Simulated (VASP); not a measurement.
The system is TaN.

```
Ta N
1.0
     5.20825    0.00000    0.00000
    -2.60412    4.51047    0.00000
     0.00000    0.00000    2.91766
Ta N
3 3
Direct
  0.00000 0.00000 0.00000
  0.33333 0.66667 0.50000
  0.66667 0.33333 0.50000
  0.50000 0.00000 0.00000
  0.50000 0.50000 0.00000
  0.00000 0.50000 0.00000
```

Base run:

* Program: VASP 6.6.1
* Functional: r2SCAN
* Potentials or basis: VASP PAW PBE potentials, release 64 (Ta_sv_GW, N)
* Cutoff: 660 eV
* k mesh: 5 × 5 × 8
* Occupations: gaussian, width 0.1 eV
* Spin: no spin polarisation

Its results: band gap on the k mesh zero (band 27 reaches 13.09 eV, above the bottom of band 28 at 10.93 eV); pressure 1.7 GPa.

Task: The run is repeated on the same cell with these changes: potentials or basis from VASP PAW PBE potentials, release 64 (Ta_sv_GW, N) to VASP PAW PBE potentials, release 64 (Ta_pv, N); cutoff from 660 eV to 520 eV; further incar settings from ALGO = Normal; EDIFF = 1e-06; NBANDS = 36 to ALGO = Normal; EDIFF = 1e-07; NBANDS = 33; valence electrons from 54 to 48. What comes out?

Result: Band gap on the k mesh zero (band 24 reaches 9.13 eV, above the bottom of band 25 at 6.96 eV); pressure 3.3 GPa.

Caveats: the PAW data sets were made with another functional, which shifts forces and pressure a little; spin-orbit coupling is left out, which moves the levels of the heavy elements.
